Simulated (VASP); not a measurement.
## Re: electric field gradients with PBE

Crystal: Re.

```
Re
1.0
     2.77477    0.00000    0.00000
    -1.38739    2.40302    0.00000
     0.00000    0.00000    4.48588
Re
2
Direct
  0.33333 0.66667 0.25000
  0.66667 0.33333 0.75000
```

* Program: VASP 6.6.1
* Task: electric field gradients
* Functional: PBE
* Potentials or basis: VASP PAW PBE potentials, release 64 (Re)
* Cutoff: 520 eV
* k mesh: 14 × 14 × 8
* Occupations: fermi-dirac, width 0.08 eV
* Spin: no spin polarisation
* Dipole correction: no
* Further INCAR settings: ALGO = Normal; EDIFF = 1e-08; NBANDS = 14

The pressure is -0.5 GPa. The band gap on the k mesh is zero (bands 7 and 8 overlap by 3.19 eV) and the largest electric field gradient by atom is Re -69.3 V/Å².

Stress tensor (GPa, compression positive):
```
-0.47  0.00  0.00
 0.00 -0.47  0.00
 0.00  0.00 -0.66
```

Levels at points of the mesh, in eV from the Fermi level:
```tsv
k point	band 5	band 6	band 7	band 8	band 9	band 10
(0.00, 0.00, 0.00)	-1.52	-0.71	-0.71	0.21	0.21	0.59
(0.50, 0.00, 0.00)	-1.71	-1.34	-0.59	3.89	4.27	4.40
(0.00, 0.00, 0.50)	-1.65	-1.65	-1.65	-1.65	2.50	2.50
(0.50, 0.00, 0.50)	0.41	0.41	0.91	0.91	4.19	4.19
```

Electric field gradients, principal values (V/Å²):
| atom | least | middle | greatest (by size) |
| --- | --- | --- | --- |
| 1 Re | 34.627 | 34.627 | -69.255 |
| 2 Re | 34.627 | 34.627 | -69.255 |

It took 20 s on 1 thread of Intel(R) Xeon(R) 6975P-C (Granite Rapids) (shared host), peak memory 0.18 GiB.

Caveat: without QUAD_EFG the Cq values of the log hold for a quadrupole moment of 1 mb, not for the nuclei; spin-orbit coupling is left out, which moves the levels of the heavy elements.
